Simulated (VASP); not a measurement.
A run of VASP 6.6.1:

Contents of INCAR:

```
PREC     = Accurate       # precision mode
ENCUT    = 520            # plane-wave cutoff, eV
EDIFF    = 1E-6           # SCF threshold, eV
ISMEAR   = 0              # smearing method
SIGMA    = 0.05           # smearing width, eV
LREAL    = False          # projectors in reciprocal space
LASPH    = True           # aspherical terms in the spheres
NELM     = 150            # most SCF steps
ALGO     = Normal         # electronic algorithm
ISIF     = 2              # what is computed and relaxed
LWAVE    = False          # write WAVECAR
LCHARG   = False          # write CHGCAR
ISPIN    = 2              # spin polarisation
MAGMOM   = 7.6 -0.16      # initial moments
LORBIT   = 11             # projections on sites
LMAXMIX  = 6              # l up to which the mixer works
LDAU     = True           # DFT+U
LDAUTYPE = 2            
LDAUL    = 3 -1           # shell
LDAUU    = 6 0            # U, eV
LDAUJ    = 0 0          
LDAUPRINT= 1            
GGA      = PS             # functional
NBANDS   = 22             # bands
```

The input KPOINTS:

```
regular mesh
0
Gamma
  8 8 8
```

Contents of POSCAR:

```
GdN
1.0
    0.0000000000      2.4376815641      2.4376815641
    2.4376815641      0.0000000000      2.4376815641
    2.4376815641      2.4376815641      0.0000000000
Gd N
1 1
Direct
    0.5000000000      0.5000000000      0.5000000000
    0.0000000000      0.0000000000      0.0000000000
```

Potentials or basis: VASP PAW PBE potentials, release 64 (Gd, N).

The run is started by

```bash
$ cat potpaw_PBE.64/Gd/POTCAR potpaw_PBE.64/N/POTCAR > POTCAR
$ mpirun -np 1 vasp_std > vasp.out
```

Hardware: 1 thread of Intel(R) Xeon(R) Platinum 8488C (Sapphire Rapids), on a shared host.

**Question.** How long does it take, and how much memory?

**Answer.** It took 60 s on 1 thread of Intel(R) Xeon(R) Platinum 8488C (Sapphire Rapids), with other jobs on the host, peak memory 0.2 GiB. Counts: scf iterations 16, k points 29.
